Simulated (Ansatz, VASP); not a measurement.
# Ge in VASP and in Ansatz

The input INCAR:

```
SYSTEM = Ge
PREC = Accurate ; ENCUT = 520
EDIFF = 1E-6 ; ISMEAR = 0
SIGMA = 0.15 ; LREAL = .FALSE.
LASPH = .TRUE. ; NELM = 100
ALGO = Fast ; ISIF = 2
LWAVE = .FALSE. ; LCHARG = .FALSE.
GGA = PE ; NBANDS = 66
```

KPOINTS

```
regular mesh
0
G
  15 15 4
  0 0 0
```

Contents of POSCAR:

```
Ge
1.0
    3.9628845326      0.0000000000      0.0000000000
   -1.9814422663      3.4319586775      0.0000000000
    0.0000000000      0.0000000000     14.0385184568
Ge
8
Direct
    0.0000000000      0.0000000000      0.4067747625
    0.0000000000      0.0000000000      0.5932252375
    0.0000000000      0.0000000000      0.9067747625
    0.0000000000      0.0000000000      0.0932252375
    0.3333333333      0.6666666667      0.3442031336
    0.6666666667      0.3333333333      0.6557968664
    0.6666666667      0.3333333333      0.8442031336
    0.3333333333      0.6666666667      0.1557968664
```

Input for Ansatz:

```yaml
crystal:
  lattice:
    - [3.9628845326, 0.0, 0.0]
    - [-1.9814422663, 3.4319586775, 0.0]
    - [0.0, 0.0, 14.0385184568]
  atoms:
    - { symbol: Ge, position: [0.0, 0.0, 0.4067747625] }
    - { symbol: Ge, position: [0.0, 0.0, 0.5932252375] }
    - { symbol: Ge, position: [0.0, 0.0, 0.9067747625] }
    - { symbol: Ge, position: [0.0, 0.0, 0.0932252375] }
    - { symbol: Ge, position: [0.3333333333, 0.6666666667, 0.3442031336] }
    - { symbol: Ge, position: [0.6666666667, 0.3333333333, 0.6557968664] }
    - { symbol: Ge, position: [0.6666666667, 0.3333333333, 0.8442031336] }
    - { symbol: Ge, position: [0.3333333333, 0.6666666667, 0.1557968664] }
basis:
  ecutwfc: 420
kpoints:
  mp_grid: { grid: [15, 15, 4] }
hamiltonian:
  xc: pbe
scf:
  occupations: { method: gaussian, width: 0.15 }
output:
  forces: true
  stress: true
  eigenvalues: true
  write_density: true
  write_potential: true
  elf: true
  volumetric_format: npy
```

Alike in both runs: task single point; functional PBE; k mesh 15 × 15 × 4; occupations gaussian, width 0.15 eV; no spin polarisation.

```csv
,VASP,Ansatz
version,VASP 6.6.1,Ansatz 0.2.0
potentials or method,"VASP PAW PBE potentials, release 64 (Ge_d), cutoff 520 eV","scalar-relativistic, plane waves, PAW"
valence electrons in the cell,112,112
```

```tsv
	VASP	Ansatz	Ansatz less VASP
gap on the k mesh at the Fermi level (eV)	none	none	-
pressure (GPa)	0.5	0.6	+0.07
traceless stress, the component that is largest in VASP (GPa)	-6.93	-6.94	-0.010
rms of the force components (eV/Å)	0.281	0.282	+0.0012
```

Atom by atom the forces differ by 0.001 eV/Å (rms over components). A gap of «none» marks a metal or a gap that the smearing closes.
